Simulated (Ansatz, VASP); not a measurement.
# Two plane-wave programs on Sc

```xyz
2
Lattice="3.3300 0.0000 0.0000 -1.6650 2.8839 0.0000 0.0000 0.0000 5.1877" Properties=species:S:1:pos:R:3 pbc="T T T"
Sc    0.0000    1.9226    1.2969
Sc    1.6650    0.9613    3.8908
```

Alike in both runs: functional r2SCAN; k mesh 15 × 15 × 8; occupations gaussian, width 0.1 eV; no spin polarisation.

Ansatz relaxed the structure, and its values are those at the end. VASP's run is a single point on that final structure, the one shown.

```csv
,VASP,Ansatz
version,VASP 6.6.1,Ansatz 0.2.0
potentials or method,"VASP PAW PBE potentials, release 64 (Sc_sv), cutoff 520 eV","scalar-relativistic, plane waves, PAW"
valence electrons in the cell,22,22
```

|  | VASP | Ansatz | Ansatz less VASP |
| --- | --- | --- | --- |
| gap on the k mesh at the Fermi level (eV) | none | none | - |
| pressure (GPa) | 0.2 | 0.0 | -0.19 |

VASP's potentials were made for PBE, not for r2SCAN. A gap of «none» marks a metal or a gap that the smearing closes. The functional is the same, so the differences come from potentials, cutoffs and numerics.
